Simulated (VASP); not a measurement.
Write the native input for VASP 6.6.1 that does the following.

- Task: single point
- Functional: PBE
- Potentials or basis: VASP PAW PBE potentials, release 64 (Ta_pv, N)
- Cutoff: 600 eV
- k mesh: 18 × 18 × 18
- Occupations: gaussian, width 0.15 eV
- Spin: no spin polarisation
- Dipole correction: no
- Further INCAR settings: ALGO = Normal; EDIFF = 1e-06; NBANDS = 15

The structure of TaN lies in POSCAR:

```
TaN
1.0
    0.0000000000      2.1790000000      2.1790000000
    2.1572100000      0.0000000000      2.1790000000
    2.1572100000      2.1790000000      0.0000000000
Ta N
1 1
Direct
    0.5000000000      0.5000000000      0.5000000000
    0.0000000000      0.0000000000      0.0000000000
```

This cell differs from its parent crystal: strain -0.0100 x Voigt [1, 0, 0, 0, 0, 0].

These files were run (other wordings do the same):

INCAR

```
PREC     = Accurate       # precision mode
ENCUT    = 600            # plane-wave cutoff, eV
EDIFF    = 1E-6           # SCF threshold, eV
ISMEAR   = 0              # smearing method
SIGMA    = 0.15           # smearing width, eV
LREAL    = False          # projectors in reciprocal space
LASPH    = True           # aspherical terms in the spheres
NELM     = 120            # most SCF steps
ALGO     = Normal         # electronic algorithm
ISIF     = 2              # what is computed and relaxed
LWAVE    = False          # write WAVECAR
LCHARG   = False          # write CHGCAR
GGA      = PE             # functional
NBANDS   = 15             # bands
GGA_COMPAT= False
```

KPOINTS

```
Automatic mesh
0
Gamma
  18 18 18
```

Potentials or basis: VASP PAW PBE potentials, release 64 (Ta_pv, N).

Command:

```bash
$ cat potpaw_PBE.64/Ta_pv/POTCAR potpaw_PBE.64/N/POTCAR > POTCAR
$ mpirun -np 1 vasp_std > vasp.out
```

Results of the run:

| Property | Result |
| --- | --- |
| Pressure | 19.6 GPa |
| Band gap on the k mesh | zero (band 8 reaches 11.95 eV, above the bottom of band 9 at 7.72 eV) |

Caveat: the cell differs from its parent crystal (strain -0.0100 x Voigt [1, 0, 0, 0, 0, 0]); spin-orbit coupling is left out, which moves the levels of the heavy elements.

Wall time 91 s on 1 thread of AMD EPYC 9R45 96-Core Processor (Zen 5), with other jobs on the host, peak memory 0.27 GiB.
